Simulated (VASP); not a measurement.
Wanted: the native input for a VASP 6.6.1 run.

```
Task                   : single point
Functional             : PBE
Potentials or basis    : VASP PAW PBE potentials, release 64 (Mg, S)
Cutoff                 : 520 eV
k mesh                 : 4 × 4 × 4
Occupations            : gaussian, width 0.01 eV
Spin                   : no spin polarisation
Dipole correction      : no
Further INCAR settings : ALGO = Normal; EDIFF = 1e-07; NBANDS = 11
```

The structure of MgS lies in POSCAR:

```
MgS
1.0
   -0.1305099322      2.8136019827      2.8136019827
    2.8136019827     -0.1305099322      2.8136019827
    2.8136019827      2.8136019827     -0.1305099322
Mg S
1 1
Direct
   -0.0041468711     -0.0041468711     -0.0041468711
    0.2541468711      0.2541468711      0.2541468711
```

This cell differs from its parent crystal: epitaxial 111 strain +4.0%.

One way to write it, as run:

INCAR

```
SYSTEM = MgS
  ALGO = Normal
  EDIFF = 1E-7
  ENCUT = 520
  GGA = PE
  ISIF = 2
  ISMEAR = 0
  LASPH = .True.
  LCHARG = .False.
  LREAL = .False.
  LWAVE = .False.
  NBANDS = 11
  NELM = 80
  PREC = Accurate
  SIGMA = 0.01
```

KPOINTS

```
k-points
0
Gamma
  4 4 4
  0 0 0
```

Potentials or basis: VASP PAW PBE potentials, release 64 (Mg, S).

Command:

```bash
$ cat potpaw_PBE.64/Mg/POTCAR potpaw_PBE.64/S/POTCAR > POTCAR
$ mpirun -np 1 vasp_std > vasp.out
```

Results of the run:

The pressure is -1.7 GPa and the largest force is 0.008 eV/Å. The band gap on the k mesh is 2.93 eV, direct.

Caveat: the k points lie up to 0.47 Å⁻¹ apart; the cell differs from its parent crystal (epitaxial 111 strain +4.0%).

Run time: 5.3 s on 1 thread of Intel(R) Xeon(R) Platinum 8481C CPU @ 2.70GHz (Sapphire Rapids), on a shared host, peak memory 0.16 GiB.
